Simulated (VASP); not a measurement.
Runs of VASP 6.6.1 on Cu. The structure is that of space group Pm-3m (No. 221), or close to it. The cells are those of the table. 

| task | cell | k mesh | cutoff (eV) | gap on the mesh (eV) | pressure (GPa) |
| --- | --- | --- | --- | --- | --- |
| single point | a = 2.421 Å, 1 atom | 15 × 15 × 15 | 520 | none | -7.4 |
| single point | a = 2.360 Å, 1 atom | 22 × 22 × 22 | 520 | none | 0.5 |
| relaxation of cell and atoms | relaxed from a = 2.336 Å, 1 atom | 13 × 13 × 13 | 600 | none | 0.0 |
| single point | a = 2.391 Å, 1 atom | 15 × 15 × 15 | 520 | none | -3.4 |
| single point | a = 2.261 Å, 1 atom | 15 × 15 × 15 | 520 | none | 22.4 |
| single point | a = 2.328 Å, 1 atom | 15 × 15 × 15 | 520 | none | 6.1 |
| single point | a = 2.450 Å, 1 atom | 15 × 15 × 15 | 520 | none | (b) |
| single point | a = 2.360 Å, 1 atom | 13 × 13 × 13 | 520 | none | 0.5 |
| single point | a = 2.360 Å, 1 atom | 15 × 15 × 15 | 520 | none | 0.5 |
| single point | a = 2.295 Å, 1 atom | 15 × 15 × 15 | 520 | none | (a) |

Alike in all rows: level PBEsol; potentials or basis VASP PAW PBE potentials, release 64 (Cu); no spin polarisation; smearing fermi-dirac 0.1 eV.

Q: Fill in the values left out.

A: (a) 13.2; (b) -10.2.

Caveats: the PAW data sets were made with another functional, which shifts forces and pressure a little.

A gap of «none» marks levels without a gap at the run's occupations.
